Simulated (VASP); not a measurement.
# Ni (Fm-3m) in VASP: notebook

The runs below take Ni through single point, with LDA.

All numbers are computed with VASP 6.6.1; they aren't measurements. Logs are shortened: lines on timing, memory, paths and dates and some standing lists are left out, and cuts for length are marked.

## (1) The cell of the first run

Symmetry: Fm-3m, No. 225, cubic system. The conventional cell has a = 3.205 Å, b = 3.205 Å, c = 3.205 Å, α = 90.00°, β = 90.00°, γ = 90.00°. Ni (site symmetry m-3m) has 12 Ni at 2.27 Å within 3.0 Å.

## (2) Single point, LDA, collinear spin, ferromagnetic start (8.23 Å³/atom)

Contents of INCAR:

```
PREC = Accurate
ENCUT = 520
EDIFF = 1E-7
ISMEAR = 0
SIGMA = 0.15
LREAL = F
LASPH = T
NELM = 150
ALGO = Normal
ISIF = 2
LWAVE = F
LCHARG = F
ISPIN = 2
MAGMOM = 1
LORBIT = 11
NUPDOWN = 1.0
LMAXMIX = 4
NBANDS = 15
```

Contents of KPOINTS:

```
regular mesh
0
Gamma
  24 24 24
```

Contents of POSCAR:

```
Ni
1.0
    0.0000000000      1.6025350438      1.6025350438
    1.6025350438      0.0000000000      1.6025350438
    1.6025350438      1.6025350438      0.0000000000
Ni
1
Direct
    0.0000000000      0.0000000000      0.0000000000
```

Potentials or basis: VASP PAW LDA potentials, release 64 (Ni).

Run with:

```sh
$ cat potpaw_LDA.64/Ni/POTCAR > POTCAR
$ mpirun -np 1 vasp_std > vasp.out
```

OUTCAR:

```text
PREC = Accurate
   ENCUT = 520
   EDIFF = 1E-7
   ISMEAR = 0
   LREAL = F
   LASPH = T
   NELM = 150
   ISIF = 2
   ISPIN = 2
   LORBIT = 11
   NUPDOWN = 1.0

 ion  position               nearest neighbor table
   1  0.000  0.000  0.000-

  LATTYP: Found a face centered cubic cell.
 ALAT       =     3.2050700876

  Lattice vectors:

 A1 = (   0.0000000000,   1.6025350438,   1.6025350438)
 A2 = (   1.6025350438,   0.0000000000,   1.6025350438)
 A3 = (   1.6025350438,   1.6025350438,   0.0000000000)

Analysis of symmetry for initial positions (statically):
=====================================================================
 Subroutine PRICEL returns:
 Original cell was already a primitive cell.

 Routine SETGRP: Setting up the symmetry group for a
 face centered cubic supercell.

 Subroutine GETGRP returns: Found 48 space group operations
 (whereof 48 operations were pure point group operations)
 out of a pool of 48 trial point group operations.

The static configuration has the point symmetry O_h .

Analysis of symmetry for dynamics (positions and initial velocities):
=====================================================================
 Subroutine PRICEL returns:
 Original cell was already a primitive cell.

 Routine SETGRP: Setting up the symmetry group for a
 face centered cubic supercell.

 Subroutine GETGRP returns: Found 48 space group operations
 (whereof 48 operations were pure point group operations)
 out of a pool of 48 trial point group operations.

The dynamic configuration has the point symmetry O_h .

Analysis of structural, dynamic, and magnetic symmetry:
=====================================================================
 Subroutine PRICEL returns:
 Original cell was already a primitive cell.

 Routine SETGRP: Setting up the symmetry group for a
 face centered cubic supercell.

 Subroutine GETGRP returns: Found 48 space group operations
 (whereof 48 operations were pure point group operations)
 out of a pool of 48 trial point group operations.

The overall configuration has the point symmetry O_h .

 Subroutine INISYM returns: Found 48 space group operations
 (whereof 48 operations are pure point group operations),
 and found     1 'primitive' translations

----------------------------------------------------------------------------------------

                                     Primitive cell

  volume of cell :       8.2310

  direct lattice vectors                    reciprocal lattice vectors
     0.000000000  1.602535044  1.602535044    -0.312005657  0.312005657  0.312005657
     1.602535044  0.000000000  1.602535044     0.312005657 -0.312005657  0.312005657
     1.602535044  1.602535044  0.000000000     0.312005657  0.312005657 -0.312005657

  length of vectors
     2.266326793  2.266326793  2.266326793     0.540409651  0.540409651  0.540409651

  position of ions in fractional coordinates (direct lattice)
     0.000000000  0.000000000  0.000000000

  ion indices of the primitive-cell ions
   primitive index   ion index
                 1           1

----------------------------------------------------------------------------------------

 KPOINTS: regular mesh

Automatic generation of k-mesh.
 Grid dimensions read from file:
 generate k-points for:   24   24   24

 Generating k-lattice:

  Cartesian coordinates                     Fractional coordinates (reciprocal lattice)
    -0.013000236  0.013000236  0.013000236     0.041666667  0.000000000  0.000000000
     0.013000236 -0.013000236  0.013000236     0.000000000  0.041666667  0.000000000
     0.013000236  0.013000236 -0.013000236     0.000000000  0.000000000  0.041666667

  Length of vectors
     0.022517069  0.022517069  0.022517069

  Shift w.r.t. Gamma in fractional coordinates (k-lattice)
     0.000000000  0.000000000  0.000000000

 Subroutine IBZKPT returns following result:
 ===========================================

 Found    413 irreducible k-points:

 Following reciprocal coordinates:
            Coordinates               Weight
  0.000000  0.000000  0.000000      1.000000
  0.041667  0.000000  0.000000      8.000000
  0.083333  0.000000  0.000000      8.000000
  0.125000  0.000000  0.000000      8.000000
  0.166667  0.000000  0.000000      8.000000
  0.208333  0.000000  0.000000      8.000000
[... 16 lines left out ...]
  0.416667  0.041667  0.000000     24.000000
  0.458333  0.041667  0.000000     24.000000
 [... further k-points ...]
   k-points           NKPTS =    413   k-points in BZ     NKDIM =    413   number of bands    NBANDS=     15
   number of dos      NEDOS =    301   number of ions     NIONS =      1
   total plane-waves  NPLWV =   5832
   dimension x,y,z NGX =    18 NGY =   18 NGZ =   18
   dimension x,y,z NGXF=    36 NGYF=   36 NGZF=   36
   ions per type =               1
   NGX,Y,Z   is equivalent  to a cutoff of  13.20, 13.20, 13.20 a.u.
   NGXF,Y,Z  is equivalent  to a cutoff of  26.41, 26.41, 26.41 a.u.
 SYSTEM =  unknown system
   PREC   = accura    normal or accurate (medium, high low for compatibility)
   ISTART =      0    job   : 0-new  1-cont  2-samecut
   ICHARG =      2    charge: 1-file 2-atom 10-const
   ISPIN  =      2    spin polarized calculation?
   LNONCOLLINEAR =      F non collinear calculations
   LSORBIT =      F    spin-orbit coupling
   LASPH  =      T    aspherical Exc in radial PAW
   ENCUT  =  520.0 eV  38.22 Ry    6.18 a.u.   4.21  4.21  4.21*2*pi/ulx,y,z
   NELM   =    150;   NELMIN=  2; NELMDL= -5     # of ELM steps
   EDIFF  = 0.1E-06   stopping-criterion for ELM
   LREAL  =      F    real-space projection
   EDIFFG = 0.1E-05   stopping-criterion for IOM
   NSW    =      0    number of steps for IOM
   IBRION =     -1    ionic relax: 0-MD 1-quasi-New 2-CG
   NFREE  =      0    steps in history (QN), initial steepest desc. (CG)
   ISIF   =      2    stress and relaxation
   ISYM   =      2    0-nonsym 1-usesym 2-fastsym
   POTIM  = 0.5000    time-step for ionic-motion
   TEBEG  =    0.0;   TEEND  =   0.0 temperature during run
   PSTRESS=    0.0 pullay stress
   NELECT =      10.0000    total number of electrons
   NUPDOWN=       1.0000    fix difference up-down
   EMIN   =  10.00;   EMAX   =-10.00  energy-range for DOS
   EFERMI =   0.00;   METHOD = LEGACY
   ISMEAR =     0;   SIGMA  =   0.15  broadening in eV -4-tet -1-fermi 0-gaus
   EFERMI_NEDOS =   21; number of points for ismear=-14 and -15
   IALGO  =     38    algorithm
   IMIX   =      4    mixing-type and parameters
     AMIX     =   0.40;   BMIX     =  1.00
     AMIX_MAG =   1.60;   BMIX_MAG =  1.00
  volume/ion in A,a.u.               =       8.23        55.55
  Fermi-wavevector in a.u.,A,eV,Ry     =   1.746857  3.301081 41.518295  3.051509
  Thomas-Fermi vector in A             =   2.818270
   LORBIT       =     11    0 simple, 1 ext, 2 COOP (PROOUT), +10 PAW based schemes
   GGA     = CA    functional components
   LHFCALC =     F    Hartree Fock is set to
   AEXX    =    0.0000 exact exchange contribution
   IVDW    =     0    specifies the selected vdW correction
   LEPSILON=     F    determine dielectric tensor
   LRPA    =     F    only Hartree local field effects (RPA)
 spin polarized calculation
 Gauss-broadening in eV      SIGMA  =   0.15
  energy-cutoff  :      520.00
  volume of cell :        8.23
 maximum number of plane-waves:       230
 NGX is ok and might be reduce to    18
   NGX =  9   NGY =  9   NGZ =  9

 number of electron      10.0000003 magnetization       1.0000001

 Free energy of the ion-electron system (eV)
  ---------------------------------------------------
  ext. energy  EPLUGINS =         0.00000000
  ---------------------------------------------------
  free energy    TOTEN  =        -6.01526955 eV

  energy without entropy =       -6.00470912  energy(sigma->0) =       -6.00998933

 E-fermi :  13.4915     XC(G=0): -15.3636

 val. band max:       15.2568805965   @ k =  -0.2083   0.2917   0.1250
 cond. band min:      13.4922337294   @ k =   0.5000   0.3333   0.1250
 fundamental gap:     -1.7646468671
 Fermi energy:        15.2633472863

 spin component 1

 k-point     1 :       0.0000    0.0000    0.0000
  band No.  band energies     occupation
      1       2.5113      1.00000
      2      10.1276      1.00000
      3      10.1276      1.00000
      4      10.1276      1.00000
      5      11.8259      1.00000
      6      11.8259      1.00000
      7      39.6294      0.00000
      8      45.6860      0.00000
      9      45.6860      0.00000
     10      45.6860      0.00000
     11      50.1237      0.00000
     12      50.1237      0.00000
     13      50.1237      0.00000
     14      52.1652      0.00000
     15      57.4926      0.00000
[... 397 lines left out ...]
 k-point    24 :       0.4583    0.0417    0.0000
  band No.  band energies     occupation
      1       6.8696      1.00000
      2      10.0640      1.00000
      3      10.1577      1.00000
      4      11.8087      1.00000
      5      12.8645      1.00000
      6      13.3281      1.00000
      7      22.3099      0.00000
      8      37.9591      0.00000
      9      42.2289      0.00000
     10      43.1321      0.00000
     11      46.9053      0.00000
     12      47.5915      0.00000
     13      54.1734      0.00000
     14      58.7958      0.00000
     15      65.7935      0.00000

 [... further k-points ...]

 spin component 2

 k-point     1 :       0.0000    0.0000    0.0000
  band No.  band energies     occupation
      1       2.7306      1.00000
      2      11.0763      1.00000
      3      11.0763      1.00000
      4      11.0763      1.00000
      5      12.7585      1.00000
      6      12.7585      1.00000
      7      39.7822      0.00000
      8      45.8989      0.00000
      9      45.8989      0.00000
     10      45.8989      0.00000
     11      50.5249      0.00000
     12      50.5249      0.00000
     13      50.5249      0.00000
     14      52.3519      0.00000
     15      59.6813      0.00000
[... 397 lines left out ...]
 k-point    24 :       0.4583    0.0417    0.0000
  band No.  band energies     occupation
      1       7.4898      1.00000
      2      10.9389      1.00000
      3      11.0456      1.00000
      4      12.2992      1.00000
      5      13.8962      0.00007
      6      14.1552      0.00000
      7      22.9450      0.00000
      8      38.1217      0.00000
      9      42.5597      0.00000
     10      43.4525      0.00000
     11      47.2504      0.00000
     12      47.9281      0.00000
     13      54.9381      0.00000
     14      60.5523      0.00000
     15      66.1754      0.00000

 [... further k-points ...]

------------------------ aborting loop because EDIFF is reached ----------------------------------------

  FORCE on cell =-STRESS in cart. coord.  units (eV):
  Direction    XX          YY          ZZ          XY          YZ          ZX
  --------------------------------------------------------------------------------------
  -------------------------------------------------------------------------------------
  Total        4.5478684      4.5478684      4.5478684      0.0000000      0.0000000      0.0000000
  in kB      885.2498706    885.2498706    885.2498706      0.0000000      0.0000000      0.0000000
  external PRESSURE =     885.2498706 kB  Pullay stress =       0.0000000 kB

 VOLUME and BASIS-vectors are now :
 -----------------------------------------------------------------------------
  energy-cutoff  :      520.00
  volume of cell :        8.23
      direct lattice vectors                 reciprocal lattice vectors
     0.000000000  1.602535044  1.602535044    -0.312005657  0.312005657  0.312005657
     1.602535044  0.000000000  1.602535044     0.312005657 -0.312005657  0.312005657
     1.602535044  1.602535044  0.000000000     0.312005657  0.312005657 -0.312005657

 POSITION                                       TOTAL-FORCE (eV/Angst)
 -----------------------------------------------------------------------------------
      0.00000      0.00000      0.00000        -0.000000     -0.000000     -0.000000
 -----------------------------------------------------------------------------------
    total drift:                                0.000000     -0.000000     -0.000000

  FREE ENERGIE OF THE ION-ELECTRON SYSTEM (eV)
  ---------------------------------------------------
  free  energy   TOTEN  =        -6.0152695471 eV

  energy  without entropy=       -6.0047091187  energy(sigma->0) =       -6.00998933

 total charge

# of ion       s       p       d       tot
------------------------------------------
    1        0.657   0.844   8.471   9.973

 magnetization (x)

# of ion       s       p       d       tot
------------------------------------------
    1        0.014   0.033   0.935   0.982
```

Wall time 3.5 min (1 thread of Intel Xeon Platinum 8259CL at 2.50GHz (Skylake/Cascade Lake), shared host); peak memory 0.18 GiB.

What came out:

* Free energy: -6.0153 eV
* Pressure: 88.5 GPa
* Net moment: 1.00 μB per cell
* Site moments: Ni +0.98 μB
* Valence electrons inside the program's atomic spheres: Ni 9.97

Caveat: the cell stands under pressure; the total moment is fixed, so each spin has its own Fermi level.

## (3) Single point, LDA, collinear spin (8.23 Å³/atom)

Contents of INCAR:

```
ALGO = Normal
EDIFF = 1E-6
ENCUT = 520
GGA = CA
ISIF = 2
ISMEAR = 0
ISPIN = 2
LASPH = True
LCHARG = True
LELF = True
LMAXMIX = 4
LORBIT = 11
LREAL = False
LVHAR = True
LWAVE = False
MAGMOM = 0.125
NBANDS = 15
NELM = 150
NUPDOWN = 0.125
PREC = Accurate
SIGMA = 0.15
```

Contents of KPOINTS:

```
k-points
0
Gamma
  24 24 24
```

POSCAR is that of step 2.

Potentials or basis: VASP PAW LDA potentials, release 64 (Ni).

Run with:

```sh
$ cat potpaw_LDA.64/Ni/POTCAR > POTCAR
$ mpirun -np 1 vasp_std > vasp.out
```

It took 3.2 min on 1 thread of Intel Xeon Platinum 8259CL at 2.50GHz (Skylake/Cascade Lake), shared host; peak memory 0.17 GiB.

The run converged. Its results:

```
Free energy                                           : -6.2016 eV
Pressure                                              : 79.2 GPa
Net moment                                            : 0.12 μB per cell
Site moments                                          : Ni +0.12 μB
Valence electrons inside the program's atomic spheres : Ni 9.98
```

Caveat: the cell stands under pressure; the total moment is fixed, so each spin has its own Fermi level.

[end of part 1 of 2]
